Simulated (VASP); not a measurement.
Here is a VASP 6.6.1 calculation.

INCAR

```
PREC     = Accurate       # precision mode
ENCUT    = 520            # plane-wave cutoff, eV
EDIFF    = 1E-7           # SCF threshold, eV
ISMEAR   = 0              # smearing method
SIGMA    = 0.1            # smearing width, eV
LREAL    = False          # projectors in reciprocal space
LASPH    = True           # aspherical terms in the spheres
NELM     = 100            # most SCF steps
ALGO     = Fast           # electronic algorithm
ISIF     = 2              # what is computed and relaxed
LWAVE    = False          # write WAVECAR
LCHARG   = False          # write CHGCAR
GGA      = PE             # functional
NBANDS   = 22             # bands
```

KPOINTS

```
Automatic mesh
0
Gamma
  6 6 2
```

The input POSCAR:

```
Mg3Te
1.0
    4.6157288600      0.0000000000      0.0000000000
   -2.3078644300      3.9973384500      0.0000000000
    0.0000000000      0.0000000000     10.2724522400
Mg Te
6 2
Direct
    0.3333333300      0.6666666700      0.1357106100
    0.3333333300      0.6666666700      0.8642893900
    0.6666666700      0.3333333300      0.8642893900
    0.6666666700      0.3333333300      0.1357106100
    0.0000000000      0.0000000000      0.0000000000
    0.0000000000      0.0000000000      0.5000000000
    0.0000000000      0.0000000000      0.2336746100
    0.0000000000      0.0000000000      0.7663253900
```

Potentials or basis: VASP PAW PBE potentials, release 64 (Mg, Te).

Launch:

```sh
$ cat potpaw_PBE.64/Mg/POTCAR potpaw_PBE.64/Te/POTCAR > POTCAR
$ mpirun -np 1 vasp_std > vasp.out
```

Question: Predict the pressure.

Answer: 17.9 GPa.

Question: What does it give for the largest force?

Answer: 4.028 eV/Å.

Question: Predict the band gap on the k mesh.

Answer: Zero (band 12 reaches 5.91 eV, above the bottom of band 13 at 4.57 eV).

Forces on the atoms (eV/Å):
```
Mg   0.000  0.000 -0.419
Mg   0.000  0.000  0.419
Mg   0.000  0.000  0.419
Mg   0.000  0.000 -0.419
Mg   0.000  0.000  0.000
Mg   0.000  0.000  0.000
Te   0.000  0.000  4.028
Te   0.000  0.000 -4.028
```

Caveat: spin-orbit coupling is left out, which moves the levels of the heavy elements; forces of over 1 eV/Å act on the atoms, so gaps and moduli don't describe the material at rest.
